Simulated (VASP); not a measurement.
Here is a VASP 6.6.1 calculation.

File INCAR:

```
SYSTEM = B3As4
PREC = Accurate
ENCUT = 500
EDIFF = 1E-6
ISMEAR = 0
SIGMA = 0.2
LREAL = .False.
LASPH = .True.
NELM = 120
ALGO = Normal
ISIF = 2
LWAVE = .False.
LCHARG = .False.
GGA = PE
NBANDS = 24
GGA_COMPAT = .False.
```

The input KPOINTS:

```
Automatic mesh
0
Gamma
  5 5 2
  0 0 0
```

File POSCAR:

```
B3As4
1.0
    5.3850091486      0.0000000000      0.0000000000
   -2.6925045743      4.6635547223      0.0000000000
    0.0000000000      0.0000000000      6.7699683144
B As
3 4
Direct
    0.0000000000      0.0000000000      0.7673893999
    0.0000000000      0.0000000000      0.2326106001
    0.0000000000      0.0000000000      0.0000000000
    0.5000000000      0.0000000000      0.0000000000
    0.0000000000      0.5000000000      0.0000000000
    0.5000000000      0.5000000000      0.0000000000
    0.0000000000      0.0000000000      0.5000000000
```

Potentials or basis: VASP PAW PBE potentials, release 64 (B, As).

Launch:

```bash
$ cat potpaw_PBE.64/B/POTCAR potpaw_PBE.64/As/POTCAR > POTCAR
$ mpirun -np 1 vasp_std > vasp.out
```

Task: What does it give for the pressure?

Result: 0.1 GPa.

Task: Predict the band gap on the k mesh.

Result: Zero (an odd number of electrons rules out a gap without spin polarisation).

Task: What does it give for the largest force?

Result: 0.143 eV/Å.

Stress tensor (GPa, compression positive):
```
-0.01  0.00  0.00
 0.00 -0.01  0.00
 0.00  0.00  0.42
```

Caveat: the k points lie up to 0.46 Å⁻¹ apart, too coarse for converged energies and pressures of a metal.
